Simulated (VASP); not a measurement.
# GaN (P-3m1) in VASP: further runs

Runs on GaN. Level: PBE. Tasks: single point, relaxation of cell and atoms.

Everything below comes from runs of VASP 6.6.1. Logs are shortened: lines on timing, memory, paths and dates and some standing lists are left out, and cuts for length are marked.

## (1) The cell of the first run

Symmetry: P-3m1, No. 164, trigonal system. The conventional cell has a = 2.773 Å, b = 2.773 Å, c = 7.123 Å, α = 90.00°, β = 90.00°, γ = 120.00°. Within 2.6 Å of Ga (site symmetry 3m) lie 6 N at 1.96 to 2.08 Å. Ga (site symmetry -3m) has 6 N at 1.95 Å within 2.6 Å. N (site symmetry -3m) has 6 Ga at 2.08 Å and 6 N at 2.77 Å within 2.8 Å. Within 2.6 Å of N (site symmetry 3m) lie 6 Ga at 1.95 to 1.96 Å.

## (2) Single point, PBE

Contents of INCAR:

```
SYSTEM = GaN
  PREC = Accurate
  ENCUT = 520
  EDIFF = 1E-6
  ISMEAR = 0
  SIGMA = 0.1
  LREAL = .False.
  LASPH = .True.
  NELM = 80
  ALGO = Normal
  ISIF = 2
  LWAVE = .False.
  LCHARG = .False.
  GGA = PE
  NBANDS = 36
```

Contents of KPOINTS:

```
regular mesh
0
Gamma
  6 6 4
  0 0 0
```

Contents of POSCAR:

```
GaN
1.0
    2.7726990400      0.0000000000      0.0000000000
   -1.3863495200      2.4012278000      0.0000000000
    0.0000000000      0.0000000000      7.1232711600
Ga N
3 3
Direct
    0.3333333300      0.6666666700      0.8144988200
    0.0000000000      0.0000000000      0.5000000000
    0.6666666700      0.3333333300      0.1855011800
    0.0000000000      0.0000000000      0.0000000000
    0.6666666700      0.3333333300      0.6557636600
    0.3333333300      0.6666666700      0.3442363400
```

Potentials or basis: VASP PAW PBE potentials, release 64 (Ga_d, N).

Started as:

```
> cat potpaw_PBE.64/Ga_d/POTCAR potpaw_PBE.64/N/POTCAR > POTCAR
> mpirun -np 1 vasp_std > vasp.out
```

OUTCAR:

```text
SYSTEM = GaN
   PREC = Accurate
   ENCUT = 520
   EDIFF = 1E-6
   ISMEAR = 0
   LREAL = .False.
   LASPH = .True.
   NELM = 80
   ISIF = 2
   GGA = PE

 ion  position               nearest neighbor table
   1  0.333  0.667  0.814-   5 1.96   5 1.96   5 1.96   4 2.08   4 2.08   4 2.08   2 2.75   2 2.75
                             2 2.75
   2  0.000  0.000  0.500-   5 1.95   6 1.95   6 1.95   5 1.95   5 1.95   6 1.95   1 2.75   3 2.75
                             1 2.75   3 2.75   1 2.75   3 2.75
   3  0.667  0.333  0.186-   6 1.96   6 1.96   6 1.96   4 2.08   4 2.08   4 2.08   2 2.75   2 2.75
                             2 2.75
   4  0.000  0.000  0.000-   1 2.08   3 2.08   1 2.08   3 2.08   3 2.08   1 2.08
   5  0.667  0.333  0.656-   2 1.95   2 1.95   2 1.95   1 1.96   1 1.96   1 1.96
   6  0.333  0.667  0.344-   2 1.95   2 1.95   2 1.95   3 1.96   3 1.96   3 1.96

  LATTYP: Found a hexagonal cell.
 ALAT       =     2.7726990400
 C/A-ratio  =     2.5690747742

  Lattice vectors:

 A1 = (   2.7726990400,   0.0000000000,   0.0000000000)
 A2 = (  -1.3863495200,   2.4012278000,   0.0000000000)
 A3 = (   0.0000000000,   0.0000000000,   7.1232711600)

Analysis of symmetry for initial positions (statically):
=====================================================================
 Subroutine PRICEL returns:
 Original cell was already a primitive cell.

 Routine SETGRP: Setting up the symmetry group for a
 hexagonal supercell.

 Subroutine GETGRP returns: Found 12 space group operations
 (whereof 12 operations were pure point group operations)
 out of a pool of 24 trial point group operations.

The static configuration has the point symmetry D_3d.

Analysis of symmetry for dynamics (positions and initial velocities):
=====================================================================
 Subroutine PRICEL returns:
 Original cell was already a primitive cell.

 Routine SETGRP: Setting up the symmetry group for a
 hexagonal supercell.

 Subroutine GETGRP returns: Found 12 space group operations
 (whereof 12 operations were pure point group operations)
 out of a pool of 24 trial point group operations.

The dynamic configuration has the point symmetry D_3d.

 Subroutine INISYM returns: Found 12 space group operations
 (whereof 12 operations are pure point group operations),
 and found     1 'primitive' translations

----------------------------------------------------------------------------------------

                                     Primitive cell

  volume of cell :      47.4259

  direct lattice vectors                    reciprocal lattice vectors
     2.772699040  0.000000000  0.000000000     0.360659410  0.208226808  0.000000000
    -1.386349520  2.401227800  0.000000000     0.000000000  0.416453616  0.000000000
     0.000000000  0.000000000  7.123271160     0.000000000  0.000000000  0.140384941

  length of vectors
     2.772699040  2.772699035  7.123271160     0.416453615  0.416453616  0.140384941

  position of ions in fractional coordinates (direct lattice)
     0.333333330  0.666666670  0.814498820
     0.000000000  0.000000000  0.500000000
     0.666666670  0.333333330  0.185501180
     0.000000000  0.000000000  0.000000000
     0.666666670  0.333333330  0.655763660
     0.333333330  0.666666670  0.344236340

  ion indices of the primitive-cell ions
   primitive index   ion index
                 1           1
                 2           2
                 3           3
                 4           4
                 5           5
                 6           6

----------------------------------------------------------------------------------------

 KPOINTS: regular mesh

Automatic generation of k-mesh.
 Grid dimensions read from file:
 generate k-points for:    6    6    4

 Generating k-lattice:

  Cartesian coordinates                     Fractional coordinates (reciprocal lattice)
     0.060109902  0.034704468  0.000000000     0.166666667  0.000000000  0.000000000
     0.000000000  0.069408936  0.000000000     0.000000000  0.166666667  0.000000000
     0.000000000  0.000000000  0.035096235     0.000000000  0.000000000  0.250000000

  Length of vectors
     0.069408936  0.069408936  0.035096235

  Shift w.r.t. Gamma in fractional coordinates (k-lattice)
     0.000000000  0.000000000  0.000000000

 Subroutine IBZKPT returns following result:
 ===========================================

 Found     24 irreducible k-points:

 Following reciprocal coordinates:
            Coordinates               Weight
  0.000000  0.000000  0.000000      1.000000
  0.166667 -0.000000  0.000000      6.000000
  0.333333  0.000000  0.000000      6.000000
  0.500000  0.000000  0.000000      3.000000
  0.166667  0.166667  0.000000      6.000000
  0.333333  0.166667  0.000000     12.000000
[... 16 lines left out ...]
  0.333333  0.166667  0.500000     12.000000
  0.333333  0.333333  0.500000      2.000000
   k-points           NKPTS =     24   k-points in BZ     NKDIM =     24   number of bands    NBANDS=     36
   number of dos      NEDOS =    301   number of ions     NIONS =      6
   total plane-waves  NPLWV =  31104
   dimension x,y,z NGX =    24 NGY =   24 NGZ =   54
   dimension x,y,z NGXF=    48 NGYF=   48 NGZF=  108
   ions per type =               3   3
   NGX,Y,Z   is equivalent  to a cutoff of  14.39, 14.39, 12.60 a.u.
   NGXF,Y,Z  is equivalent  to a cutoff of  28.78, 28.78, 25.21 a.u.
 SYSTEM =  GaN
   PREC   = accura    normal or accurate (medium, high low for compatibility)
   ISTART =      0    job   : 0-new  1-cont  2-samecut
   ICHARG =      2    charge: 1-file 2-atom 10-const
   ISPIN  =      1    spin polarized calculation?
   LNONCOLLINEAR =      F non collinear calculations
   LSORBIT =      F    spin-orbit coupling
   LASPH  =      T    aspherical Exc in radial PAW
   ENCUT  =  520.0 eV  38.22 Ry    6.18 a.u.   5.16  5.16 13.24*2*pi/ulx,y,z
   NELM   =     80;   NELMIN=  2; NELMDL= -5     # of ELM steps
   EDIFF  = 0.1E-05   stopping-criterion for ELM
   LREAL  =      F    real-space projection
   EDIFFG = 0.1E-04   stopping-criterion for IOM
   NSW    =      0    number of steps for IOM
   IBRION =     -1    ionic relax: 0-MD 1-quasi-New 2-CG
   NFREE  =      0    steps in history (QN), initial steepest desc. (CG)
   ISIF   =      2    stress and relaxation
   ISYM   =      2    0-nonsym 1-usesym 2-fastsym
   POTIM  = 0.5000    time-step for ionic-motion
   TEBEG  =    0.0;   TEEND  =   0.0 temperature during run
   PSTRESS=    0.0 pullay stress
   NELECT =      54.0000    total number of electrons
   NUPDOWN=      -1.0000    fix difference up-down
   EMIN   =  10.00;   EMAX   =-10.00  energy-range for DOS
   EFERMI =   0.00;   METHOD = LEGACY
   ISMEAR =     0;   SIGMA  =   0.10  broadening in eV -4-tet -1-fermi 0-gaus
   EFERMI_NEDOS =   21; number of points for ismear=-14 and -15
   IALGO  =     38    algorithm
   IMIX   =      4    mixing-type and parameters
     AMIX     =   0.40;   BMIX     =  1.00
     AMIX_MAG =   1.60;   BMIX_MAG =  1.00
  volume/ion in A,a.u.               =       7.90        53.34
  Fermi-wavevector in a.u.,A,eV,Ry     =   1.709494  3.230475 39.761250  2.922369
  Thomas-Fermi vector in A             =   2.787967
   LORBIT       =      0    0 simple, 1 ext, 2 COOP (PROOUT), +10 PAW based schemes
   GGA     = PE    functional components
   LHFCALC =     F    Hartree Fock is set to
   AEXX    =    0.0000 exact exchange contribution
   IVDW    =     0    specifies the selected vdW correction
   LEPSILON=     F    determine dielectric tensor
   LRPA    =     F    only Hartree local field effects (RPA)
 non-spin polarized calculation
 Gauss-broadening in eV      SIGMA  =   0.10
  energy-cutoff  :      520.00
  volume of cell :       47.43
 maximum number of plane-waves:      1291
 NGX is ok and might be reduce to    24
   NGX = 11   NGY = 11   NGZ = 27

 number of electron      53.9999966 magnetization

 Free energy of the ion-electron system (eV)
  ---------------------------------------------------
  ext. energy  EPLUGINS =         0.00000000
  ---------------------------------------------------
  free energy    TOTEN  =       -30.73572542 eV

  energy without entropy =      -30.73567443  energy(sigma->0) =      -30.73569993

 E-fermi :  11.8503     XC(G=0): -14.1210

 val. band max:       11.6368735935   @ k =   0.0000   0.0000   0.5000
 cond. band min:      12.0471064211   @ k =   0.5000   0.0000   0.0000
 fundamental gap:      0.4102328276
 Fermi energy:        11.8502589812

 k-point     1 :       0.0000    0.0000    0.0000
  band No.  band energies     occupation
      1      -9.5238      2.00000
      2      -7.3762      2.00000
      3      -5.7030      2.00000
      4      -4.3571      2.00000
      5      -4.3571      2.00000
      6      -4.3076      2.00000
[... 28 lines left out ...]
     35      22.9297      0.00000
     36      22.9297      0.00000

 k-point     2 :       0.1667   -0.0000    0.0000
  band No.  band energies     occupation
      1      -8.9676      2.00000
      2      -7.1692      2.00000
      3      -5.4031      2.00000
      4      -4.3573      2.00000
      5      -4.2927      2.00000
      6      -4.2722      2.00000
[... 28 lines left out ...]
     35      22.1724      0.00000
     36      22.8213      0.00000

 k-point     3 :       0.3333    0.0000    0.0000
  band No.  band energies     occupation
      1      -7.5947      2.00000
      2      -6.8599      2.00000
      3      -4.9437      2.00000
      4      -4.4392      2.00000
      5      -4.2530      2.00000
      6      -4.2231      2.00000
[... 28 lines left out ...]
     35      22.2367      0.00000
     36      22.3905      0.00000
[... 742 lines left out ...]
 k-point    23 :       0.3333    0.1667    0.5000
  band No.  band energies     occupation
      1      -6.9258      2.00000
      2      -6.5968      2.00000
      3      -4.7973      2.00000
      4      -4.4308      2.00000
      5      -4.2723      2.00000
      6      -4.1172      2.00000
[... 28 lines left out ...]
     35      21.7786      0.00000
     36      22.4958      0.00000

 k-point    24 :       0.3333    0.3333    0.5000
  band No.  band energies     occupation
      1      -6.5745      2.00000
      2      -6.5745      2.00000
      3      -4.7374      2.00000
      4      -4.2624      2.00000
      5      -4.2624      2.00000
      6      -4.2227      2.00000
[... 28 lines left out ...]
     35      22.2837      0.00000
     36      22.2837      0.00000

------------------------ aborting loop because EDIFF is reached ----------------------------------------

  FORCE on cell =-STRESS in cart. coord.  units (eV):
  Direction    XX          YY          ZZ          XY          YZ          ZX
  --------------------------------------------------------------------------------------
  -------------------------------------------------------------------------------------
  Total       24.9281494     24.9281492     16.2113555      0.0000000      0.0000000      0.0000000
  in kB      842.1414597    842.1414557    547.6641858      0.0000000      0.0000000      0.0000000
  external PRESSURE =     743.9823670 kB  Pullay stress =       0.0000000 kB

 VOLUME and BASIS-vectors are now :
 -----------------------------------------------------------------------------
  energy-cutoff  :      520.00
  volume of cell :       47.43
      direct lattice vectors                 reciprocal lattice vectors
     2.772699040  0.000000000  0.000000000     0.360659410  0.208226808  0.000000000
    -1.386349520  2.401227800  0.000000000     0.000000000  0.416453616  0.000000000
     0.000000000  0.000000000  7.123271160     0.000000000  0.000000000  0.140384941

 POSITION                                       TOTAL-FORCE (eV/Angst)
 -----------------------------------------------------------------------------------
     -0.00000      1.60082      5.80190         0.000000      0.000000      4.839922
      0.00000      0.00000      3.56164        -0.000000      0.000000      0.000000
      1.38635      0.80041      1.32138        -0.000000      0.000000     -4.839922
      0.00000      0.00000      0.00000        -0.000000      0.000000      0.000000
      1.38635      0.80041      4.67118        -0.000000      0.000000      0.709100
     -0.00000      1.60082      2.45209         0.000000     -0.000000     -0.709100
 -----------------------------------------------------------------------------------
    total drift:                                0.000000      0.000000      0.000000

  FREE ENERGIE OF THE ION-ELECTRON SYSTEM (eV)
  ---------------------------------------------------
  free  energy   TOTEN  =       -30.7357254240 eV

  energy  without entropy=      -30.7356744336  energy(sigma->0) =      -30.73569993
```

Wall time 62 s (1 thread of Intel Xeon 8259CL, shared host); peak memory 0.19 GiB.

What came out:

```yaml
Free_energy: -30.7357 eV
Pressure: 74.4 GPa
Largest_force: 4.840 eV/Å
Band_gap_on_the_k_mesh: 0.41 eV (least direct gap 1.77 eV)
```

Forces on the atoms (eV/Å):
```
Ga   0.000  0.000  4.840
Ga   0.000  0.000  0.000
Ga   0.000  0.000 -4.840
N    0.000  0.000  0.000
N    0.000  0.000  0.709
N    0.000  0.000 -0.709
```

Levels at points of the mesh, in eV from the valence-band top:
```tsv
k point	band 24	band 25	band 26	band 27	band 28	band 29	band 30	band 31
(0.00, 0.00, 0.00)	-2.13	-2.13	-0.01	-0.01	2.86	4.51	6.08	9.13
(0.50, 0.00, 0.00)	-4.22	-3.40	-3.06	-1.36	0.41	4.91	5.19	6.19
(0.00, 0.00, 0.50)	-2.14	-2.14	0.00	0.00	4.13	4.64	5.20	9.29
(0.50, 0.00, 0.50)	-5.06	-3.57	-1.62	-0.93	2.31	2.46	3.75	7.26
```

Caveat: the k points lie up to 0.44 Å⁻¹ apart; forces of over 1 eV/Å act on the atoms, so gaps and moduli don't describe the material at rest. A k mesh can miss the band edges.

## (3) Relaxation of cell and atoms, PBE

Contents of INCAR:

```
PREC = Accurate
ENCUT = 600
EDIFF = 1E-6
ISMEAR = 0
SIGMA = 0.1
LREAL = False
LASPH = True
NELM = 100
ALGO = Normal
ISIF = 3
LWAVE = False
LCHARG = False
GGA = PE
IBRION = 2
NSW = 90
EDIFFG = -0.04
```

Contents of KPOINTS:

```
Automatic mesh
0
Gamma
  6 6 4
```

POSCAR is that of step 2.

Potentials or basis: VASP PAW PBE potentials, release 64 (Ga_d, N).

Started as:

```
> cat potpaw_PBE.64/Ga_d/POTCAR potpaw_PBE.64/N/POTCAR > POTCAR
> mpirun -np 1 vasp_std > vasp.out
```

It took 7.8 min on 1 thread of Intel Xeon 8259CL, shared host; peak memory 0.21 GiB.

Results (log left out):

| Property | Result |
| --- | --- |
| Free energy | -33.5911 eV |
| Relaxed volume | 9.76 Å³/atom |
| Relaxed cell | a = 3.022 Å, b = 3.022 Å, c = 7.406 Å, α = 90.00°, β = 90.00°, γ = 120.00° |
| Space group after relaxing (to 0.1 Å) | Fm-3m (No. 225) |
| Energy gained by relaxing | 475.1 meV/atom |
| Ionic steps | 10 |
| Pressure after relaxing | -0.3 GPa |
| Largest force after relaxing | 0.012 eV/Å |
| Band gap on the k mesh | 0.36 eV (least direct gap 1.40 eV) |

Forces in eV/Å, atoms in the order of the input:
```
Ga   0.000  0.000  0.010
Ga   0.000  0.000  0.000
Ga   0.000  0.000 -0.010
N    0.000  0.000  0.000
N    0.000  0.000 -0.012
N    0.000  0.000  0.012
```

Stress tensor (GPa, compression positive):
```
-0.21  0.00  0.00
 0.00 -0.21  0.00
 0.00  0.00 -0.44
```

The path:
```
step  energy change (eV)  largest force (eV/Å)  pressure (GPa)  volume (Å³)
   1              0.0000                4.8392           74.28        47.43
   2             -0.3845                1.5665          -28.84        77.19
   3             -2.7532                0.9889           -4.12        59.88
   4             -2.7615                0.9977           -2.29        59.30
   5             -2.7626                1.0013           -1.22        58.99
   6             -2.8407                0.2656           -0.58        58.68
   7             -2.8426                0.2878           -0.39        58.62
   8             -2.8502                0.0451            0.42        58.40
   9             -2.8502                0.0434            0.44        58.39
  10             -2.8505                0.0120           -0.28        58.58
```

Final structure:
```cif
data_structure
_symmetry_space_group_name_H-M 'P 1'
_symmetry_Int_Tables_number 1
_cell_length_a 3.0224
_cell_length_b 3.0224
_cell_length_c 7.4056
_cell_angle_alpha 90.000
_cell_angle_beta 90.000
_cell_angle_gamma 120.000
_cell_volume 58.58
loop_
_atom_site_label
_atom_site_type_symbol
_atom_site_fract_x
_atom_site_fract_y
_atom_site_fract_z
_atom_site_occupancy
Ga1 Ga 0.33333 0.66667 0.83331 1
Ga2 Ga 0.00000 0.00000 0.50000 1
Ga3 Ga 0.66667 0.33333 0.16669 1
N1 N 0.00000 0.00000 0.00000 1
N2 N 0.66667 0.33333 0.66674 1
N3 N 0.33333 0.66667 0.33326 1
```

Levels at points of the mesh, in eV from the valence-band top:
```
           k point  band 24  band 25  band 26  band 27  band 28  band 29  band 30  band 31
(0.00, 0.00, 0.00)    -0.28    -0.28    -0.28    -0.28     1.84     4.76     4.76     8.93
(0.50, 0.00, 0.00)    -2.03    -2.03    -1.04    -1.04     0.36     5.15     5.15     7.01
(0.00, 0.00, 0.50)    -0.43    -0.43    -0.18    -0.18     3.76     3.77     4.54     8.89
(0.50, 0.00, 0.50)    -2.37    -2.37    -0.18    -0.18     2.31     2.32     4.53     8.52
```

Caveat: the k points lie up to 0.40 Å⁻¹ apart in the final cell; the volume moved by over 15 % at a fixed basis, so the end points are rough. A k mesh can miss the band edges.
